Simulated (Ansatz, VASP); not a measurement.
## TiC8: VASP beside Ansatz

```xyz
9
Lattice="0.0007 0.0010 3.6388 5.0021 -0.0002 0.0009 -2.5012 4.3320 0.0007" Properties=species:S:1:pos:R:3 pbc="T T T"
Ti    5.0024    0.0003    1.8203
C    -0.0002    2.8879    0.0008
C     1.2627    0.7290    0.0001
C     2.5009    2.8737    0.0016
C     3.7393    0.7288    0.0010
C    -1.2385    3.6029    0.0008
C    -0.0001    1.4580    0.0000
C     1.2382    3.6028    0.0015
C     2.5010    1.4438    0.0009
```

Change from the starting cell: cell x1, atoms moved at random (sigma 0.15 Å) and cell strained at random (1.5 %), then relaxed without symmetry.

Alike in both runs: functional PBE; dispersion D3(BJ); k mesh 6 × 6 × 6; occupations gaussian, width 0.2 eV; no spin polarisation.

Ansatz relaxed the structure, and its values are those at the end. VASP's run is a single point on that final structure, the one shown.

|  | VASP | Ansatz |
| --- | --- | --- |
| version | VASP 6.6.1 | Ansatz 0.2.0 |
| potentials or method | VASP PAW PBE potentials, release 64 (Ti_sv, C), cutoff 520 eV | scalar-relativistic, plane waves, PAW |
| valence electrons in the cell | 44 | 44 |

```tsv
	VASP	Ansatz	Ansatz less VASP
gap on the k mesh at the Fermi level (eV)	none	none	-
pressure (GPa)	0.3	-0.1	-0.48
rms of the force components (eV/Å)	0.006	0.000	-0.0061
```

A gap of «none» marks a metal or a gap that the smearing closes.
